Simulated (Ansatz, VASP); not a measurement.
MoS2: VASP beside Ansatz

```xyz
3
Lattice="3.2275 0.0000 0.0000 -1.6137 2.7951 0.0000 0.0000 0.0000 6.3125" Properties=species:S:1:pos:R:3 pbc="T T T"
Mo    0.0000    0.0000    3.1562
S     1.6137    0.9317    4.7008
S     0.0000    1.8634    1.6117
```

Alike in both runs: task single point; functional PBE-based screened hybrid; k mesh 5 × 5 × 2; occupations fermi-dirac, width 0.05 eV; no spin polarisation.

|  | VASP | Ansatz |
| --- | --- | --- |
| version | VASP 6.6.1 | Ansatz 0.2.0 |
| potentials or method | VASP PAW PBE potentials, release 64 (Mo_sv, S) | Ansatz PAW |
| plane-wave cutoff (eV) | 520 | 420 |
| valence electrons in the cell | 26 | 26 |

VASP gave:

- gap on the k mesh at the Fermi level (eV): none
- pressure (GPa): -4.2
- traceless stress, the component that is largest in VASP (GPa): 0.31
- rms of the force components (eV/Å): 0.220

Question: Estimate Ansatz's values.

Answer: gap on the k mesh at the Fermi level (eV): none; pressure (GPa): -4.0; traceless stress, the component that is largest in VASP (GPa): 0.31; rms of the force components (eV/Å): 0.211.

VASP's potentials were made for PBE, not for PBE-based screened hybrid. Atom by atom the forces differ by 0.009 eV/Å (rms over components). A gap of «none» marks a metal or a gap that the smearing closes. The functional is the same, so the differences come from potentials, cutoffs and numerics.

The k mesh is coarse, so the values compare programs but aren't converged.
